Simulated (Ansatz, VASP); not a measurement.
## AlN in VASP and in Ansatz

File INCAR:

```
ALGO     = Normal         # electronic algorithm
EDIFF    = 1E-6           # SCF threshold, eV
ENCUT    = 600            # plane-wave cutoff, eV
GGA      = CA             # functional
GGA_COMPAT= F            
ISIF     = 2              # what is computed and relaxed
ISMEAR   = 0              # smearing method
LASPH    = T              # aspherical terms in the spheres
LCHARG   = F              # write CHGCAR
LREAL    = F              # projectors in reciprocal space
LWAVE    = F              # write WAVECAR
NBANDS   = 11             # bands
NELM     = 120            # most SCF steps
PREC     = Accurate       # precision mode
SIGMA    = 0.05           # smearing width, eV
```

Contents of KPOINTS:

```
k-points
0
Gamma
  10 10 10
```

The input POSCAR:

```
AlN
1.0
    0.0000000000      2.0853809500      1.9327921000
    2.0853809500      0.0000000000      1.9327921000
    2.0853809500      2.0853809500      0.0000000000
Al N
1 1
Direct
    0.5000000000      0.5000000000      0.5000000000
    0.0000000000      0.0000000000      0.0000000000
```

Input for Ansatz:

```yaml
crystal:
  lattice:
    - [0.0, 2.08538095, 1.9327921]
    - [2.08538095, 0.0, 1.9327921]
    - [2.08538095, 2.08538095, 0.0]
  atoms:
    - { symbol: Al, position: [0.5, 0.5, 0.5] }
    - { symbol: "N", position: [0.0, 0.0, 0.0] }
basis:
  ecutwfc: 420
kpoints:
  mp_grid: { grid: [10, 10, 10] }
hamiltonian:
  xc: lda
scf:
  occupations: { method: gaussian, width: 0.05 }
output:
  forces: true
  stress: true
  eigenvalues: true
```

Change from the starting cell: strain +0.025 along x and y, -0.050 along z, atoms carried along.

Alike in both runs: task single point; functional LDA; k mesh 10 × 10 × 10; occupations gaussian, width 0.05 eV; no spin polarisation.

```csv
,VASP,Ansatz
version,VASP 6.6.1,Ansatz 0.2.0
potentials or method,"VASP PAW LDA potentials, release 64 (Al, N), cutoff 600 eV","scalar-relativistic, plane waves, PAW"
valence electrons in the cell,8,8
```

VASP gave:

```
gap on the k mesh at the Fermi level (eV)                     : 3.77
least direct gap on the mesh (eV)                             : 5.25
pressure (GPa)                                                : -7.3
traceless stress, the component that is largest in VASP (GPa) : 14.44
```

Task: Which values does Ansatz return?

Result: gap on the k mesh at the Fermi level (eV): 3.78; least direct gap on the mesh (eV): 5.23; pressure (GPa): -7.7; traceless stress, the component that is largest in VASP (GPa): 13.98.

LDA's correlation is that of Perdew and Zunger in VASP and of Perdew and Wang (1992) in Ansatz.
